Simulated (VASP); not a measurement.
# CaBr: single point with PBE

The system is CaBr.

```
Br Ca
1.0
     3.76315    0.00000    0.00000
    -1.88157    3.25898    0.00000
     0.00000    0.00000    9.54290
Br Ca
2 2
Direct
  0.66667 0.33333 0.54022
  0.33333 0.66667 0.04022
  0.66667 0.33333 0.83478
  0.33333 0.66667 0.33478
```

| Property | Result |
| --- | --- |
| Program | VASP 6.6.1 |
| Task | single point |
| Functional | PBE |
| Potentials or basis | VASP PAW PBE potentials, release 64 (Br, Ca_sv) |
| Cutoff | 520 eV |
| k mesh | 8 × 8 × 3 |
| Occupations | fermi-dirac, width 0.05 eV |
| Spin | no spin polarisation |
| Dipole correction | no |
| Further INCAR settings | ALGO = Normal; EDIFF = 1e-06; NBANDS = 25 |

The pressure is 5.1 GPa. The largest force is 0.006 eV/Å. The band gap on the k mesh is zero (bands 17 and 18 overlap by 1.05 eV).

Forces on the atoms (eV/Å):
```
Br   0.000  0.000  0.006
Br   0.000  0.000  0.006
Ca   0.000  0.000 -0.006
Ca   0.000  0.000 -0.006
```

Stress tensor (GPa, compression positive):
```
5.05 0.00 0.00
0.00 5.05 0.00
0.00 0.00 5.17
```

Levels at points of the mesh, in eV from the Fermi level:
```
           k point  band 13  band 14  band 15  band 16  band 17  band 18  band 19  band 20  band 21  band 22
(0.00, 0.00, 0.00)    -3.74    -3.74    -3.62    -3.62    -1.80    -0.25     2.22     2.22     2.38     2.38
(0.50, 0.00, 0.00)    -5.51    -5.26    -4.32    -4.16     0.01     0.01     1.08     1.17     2.41     2.83
```

Run time: 27 s on 1 thread of Intel(R) Xeon(R) 6975P-C (Granite Rapids), with other jobs on the host, peak memory 0.24 GiB.

Caveat: the cell stands under pressure.
